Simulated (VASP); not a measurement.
# P (R-3m) in VASP: further runs, part 3 of 3

VASP 6.6.1. Earlier steps stand in the parts before.

**5. Electric field gradients, PBE (shortest bond scaled by 0.58)**

File INCAR:

```
SYSTEM = P
ALGO = Normal
EDIFF = 1E-8
ENCUT = 520
GGA = PE
ISIF = 2
ISMEAR = -1
LASPH = .True.
LCHARG = .False.
LEFG = .True.
LREAL = .False.
LWAVE = .False.
NBANDS = 12
NELM = 80
PREC = Accurate
SIGMA = 0.05
```

File KPOINTS:

```
k-points
0
Gamma
  10 10 10
  0 0 0
```

File POSCAR:

```
P
1.0
    0.0000000000      2.6566464230      2.6566464230
    2.6566464230      0.0000000000      2.6566464230
    2.6566464230      2.6566464230      0.0000000000
P
2
Direct
   -0.2825000000     -0.0725000000     -0.0725000000
    0.2825000000      0.0725000000      0.0725000000
```

Potentials or basis: VASP PAW PBE potentials, release 64 (P).

Started as:

```sh
$ cat potpaw_PBE.64/P/POTCAR > POTCAR
$ mpirun -np 1 vasp_std > vasp.out
```

OUTCAR:

```text
SYSTEM = P
   EDIFF = 1E-8
   ENCUT = 520
   GGA = PE
   ISIF = 2
   ISMEAR = -1
   LASPH = .True.
   LREAL = .False.
   NELM = 80
   PREC = Accurate

 ion  position               nearest neighbor table
   1  0.718  0.928  0.928-   2 1.33   2 2.78   2 2.78   2 2.78
   2  0.282  0.072  0.072-   1 1.33   1 2.78   1 2.78   1 2.78

 -----------------------------------------------------------------------------
|                                                                             |
|           W    W    AA    RRRRR   N    N  II  N    N   GGGG   !!!           |
|           W    W   A  A   R    R  NN   N  II  NN   N  G    G  !!!           |
|           W    W  A    A  R    R  N N  N  II  N N  N  G       !!!           |
|           W WW W  AAAAAA  RRRRR   N  N N  II  N  N N  G  GGG   !            |
|           WW  WW  A    A  R   R   N   NN  II  N   NN  G    G                |
|           W    W  A    A  R    R  N    N  II  N    N   GGGG   !!!           |
|                                                                             |
|     The distance between some ions is very small. Please check the          |
|     nearest-neighbor list in the OUTCAR file.                               |
|     I HOPE YOU KNOW WHAT YOU ARE DOING!                                     |
|                                                                             |
 -----------------------------------------------------------------------------

  LATTYP: Found a face centered cubic cell.
 ALAT       =     5.3132928460

  Lattice vectors:

 A1 = (   0.0000000000,   2.6566464230,   2.6566464230)
 A2 = (   2.6566464230,   0.0000000000,   2.6566464230)
 A3 = (   2.6566464230,   2.6566464230,   0.0000000000)

Analysis of symmetry for initial positions (statically):
=====================================================================
 Subroutine PRICEL returns:
 Original cell was already a primitive cell.

 Routine SETGRP: Setting up the symmetry group for a
 face centered cubic supercell.

 Subroutine GETGRP returns: Found 12 space group operations
 (whereof  4 operations were pure point group operations)
 out of a pool of 48 trial point group operations.

The static configuration has the point symmetry C_2h.
 The point group associated with its full space group is D_3d.

Analysis of symmetry for dynamics (positions and initial velocities):
=====================================================================
 Subroutine PRICEL returns:
 Original cell was already a primitive cell.

 Routine SETGRP: Setting up the symmetry group for a
 face centered cubic supercell.

 Subroutine GETGRP returns: Found 12 space group operations
 (whereof  4 operations were pure point group operations)
 out of a pool of 48 trial point group operations.

The dynamic configuration has the point symmetry C_2h.
 The point group associated with its full space group is D_3d.

 Subroutine INISYM returns: Found 12 space group operations
 (whereof  4 operations are pure point group operations),
 and found     1 'primitive' translations

----------------------------------------------------------------------------------------

                                     Primitive cell

  volume of cell :      37.5000

  direct lattice vectors                    reciprocal lattice vectors
[... 112 lines left out ...]
   GGA     = PE    functional components
   LHFCALC =     F    Hartree Fock is set to
   AEXX    =    0.0000 exact exchange contribution
   IVDW    =     0    specifies the selected vdW correction
   LEPSILON=     F    determine dielectric tensor
   LRPA    =     F    only Hartree local field effects (RPA)
 non-spin polarized calculation
  energy-cutoff  :      520.00
  volume of cell :       37.50
 maximum number of plane-waves:      1025
   NGX = 13   NGY = 13   NGZ = 13

 number of electron      10.0000000 magnetization

 number of electron       9.9999999 magnetization

 Free energy of the ion-electron system (eV)
  ---------------------------------------------------
  ext. energy  EPLUGINS =         0.00000000
  ---------------------------------------------------
  free energy    TOTEN  =         6.32308939 eV

  energy without entropy =        6.32775324  energy(sigma->0) =        6.32542131

 E-fermi :   6.9017     XC(G=0):  -9.4599

 val. band max:        6.8589748859   @ k =   0.1000   0.5000   0.2000
 cond. band min:       6.9092662664   @ k =   0.0000   0.3000   0.0000
 fundamental gap:      0.0502913804
 Fermi energy:         6.9016620326

 k-point     1 :       0.0000    0.0000    0.0000
  band No.  band energies     occupation
      1      -9.8496      2.00000
      2       1.4151      2.00000
      3       2.4381      2.00000
      4       2.4381      2.00000
      5       4.0108      2.00000
      6       7.6885      0.00000
      7       7.6885      0.00000
      8      12.0810      0.00000
      9      12.3577      0.00000
     10      14.2810      0.00000
     11      14.2810      0.00000
     12      15.2193      0.00000
[... 331 lines left out ...]
 k-point    24 :       0.1000    0.0000    0.5000
  band No.  band energies     occupation
      1      -8.7983      2.00000
      2      -1.7325      2.00000
      3       0.9643      2.00000
      4       2.0321      2.00000
      5       3.9231      2.00000
      6       6.9530      0.52706
      7      10.2275      0.00000
      8      12.0266      0.00000
      9      13.8531      0.00000
     10      15.6137      0.00000
     11      16.1585      0.00000
     12      17.7445      0.00000

 [... further k-points ...]

------------------------ aborting loop because EDIFF is reached ----------------------------------------

  FORCE on cell =-STRESS in cart. coord.  units (eV):
  Direction    XX          YY          ZZ          XY          YZ          ZX
  --------------------------------------------------------------------------------------
  -------------------------------------------------------------------------------------
  Total       37.5287307     37.5287307     37.5287307    -36.5819943     36.5819943    -36.5819943
  in kB     1603.4048403   1603.4048403   1603.4048403  -1562.9557872   1562.9557872  -1562.9557872
  external PRESSURE =    1603.4048403 kB  Pullay stress =       0.0000000 kB

 VOLUME and BASIS-vectors are now :
 -----------------------------------------------------------------------------
  energy-cutoff  :      520.00
  volume of cell :       37.50
      direct lattice vectors                 reciprocal lattice vectors
     0.000000000  2.656646423  2.656646423    -0.188207206  0.188207206  0.188207206
     2.656646423  0.000000000  2.656646423     0.188207206 -0.188207206  0.188207206
     2.656646423  2.656646423  0.000000000     0.188207206  0.188207206 -0.188207206

 POSITION                                       TOTAL-FORCE (eV/Angst)
 -----------------------------------------------------------------------------------
      4.92808      4.37018      4.37018       -46.775584     46.775584     46.775584
      0.38521      0.94311      0.94311        46.775584    -46.775584    -46.775584
 -----------------------------------------------------------------------------------
    total drift:                               -0.000000     -0.000000     -0.000000

  FREE ENERGIE OF THE ION-ELECTRON SYSTEM (eV)
  ---------------------------------------------------
  free  energy   TOTEN  =         6.3230893852 eV

  energy  without entropy=        6.3277532438  energy(sigma->0) =        6.32542131

 Electric field gradients (V/A^2)
---------------------------------------------------------------------
 ion       V_xx      V_yy      V_zz      V_xy      V_xz      V_yz
---------------------------------------------------------------------
   1       0.000    -0.000    -0.000   114.618   114.618  -114.619
   2       0.000    -0.000    -0.000   114.618   114.618  -114.619
---------------------------------------------------------------------

 Electric field gradients after diagonalization (V/A^2)
 (convention: |V_zz| > |V_xx| > |V_yy|)
----------------------------------------------------------------------
 ion       V_xx      V_yy      V_zz     asymmetry (V_yy - V_xx)/ V_zz
----------------------------------------------------------------------
   1     114.619   114.618  -229.237       0.000
   2     114.619   114.618  -229.237       0.000
----------------------------------------------------------------------

           NMR quadrupolar parameters

 Cq : quadrupolar parameter    Cq=e*Q*V_zz/h
 eta: asymmetry parameters     (V_yy - V_xx)/ V_zz
 Q  : nuclear electric quadrupole moment in mb (millibarn)
----------------------------------------------------------------------
 ion       Cq(MHz)       eta       Q (mb)
----------------------------------------------------------------------
   1      -0.554       0.000       1.000
   2      -0.554       0.000       1.000
----------------------------------------------------------------------
```

It took 79 s on 1 thread of AMD EPYC 7R13, shared host; peak memory 0.14 GiB.

Results:

```
Free energy                             : 6.3231 eV
Pressure                                : 160.3 GPa
Largest force                           : 81.018 eV/Å
Band gap on the k mesh                  : zero (bands 5 and 6 overlap by 1.20 eV)
Largest electric field gradient by atom : P -229.2 V/Å²
```

Forces on the atoms (eV/Å):
```
P   -46.776  46.776  46.776
P    46.776 -46.776 -46.776
```

Electric field gradients, principal values (V/Å²):
```csv
atom,least,middle,greatest (by size)
1 P,114.618,114.619,-229.237
2 P,114.618,114.619,-229.237
```

Caveat: the cell differs from its parent crystal (shortest bond scaled by 0.58); atoms lie so close that the PAW spheres overlap strongly, which falsifies energies and pressures; the cell stands under pressure; without QUAD_EFG the Cq values of the log hold for a quadrupole moment of 1 mb, not for the nuclei; forces of over 1 eV/Å act on the atoms, so gaps and moduli don't describe the material at rest.

**6. Summary**

| cell | gap on the mesh (eV) | pressure (GPa) | largest force (eV/Å) |
| --- | --- | --- | --- |
| as given, shortest bond scaled by 1.1 | none | 5.4 | 0.61 |
| as given, shortest bond scaled by 0.88 | none | 7.2 | 1.07 |
| as given, shortest bond scaled by 0.64 | none | 95.1 | 42.61 |
| as given, shortest bond scaled by 0.58 | none | 160.3 | 81.02 |

Some of these runs hold the atoms at other places in the same cell, which the table doesn't show; runs alike in all that it shows share one row.

Alike in all rows: task electric field gradients; level PBE; potentials or basis VASP PAW PBE potentials, release 64 (P); no spin polarisation; k mesh 10 × 10 × 10; cutoff (eV) 520; smearing fermi-dirac 0.05 eV.

Caveats: the cell stands under pressure; forces of over 1 eV/Å act on the atoms, so gaps and moduli don't describe the material at rest (at least some runs); atoms lie so close that the PAW spheres overlap strongly, which falsifies energies and pressures (at least some runs).

Total energies depend on the potentials used, so only differences within one code and one set of settings carry meaning.
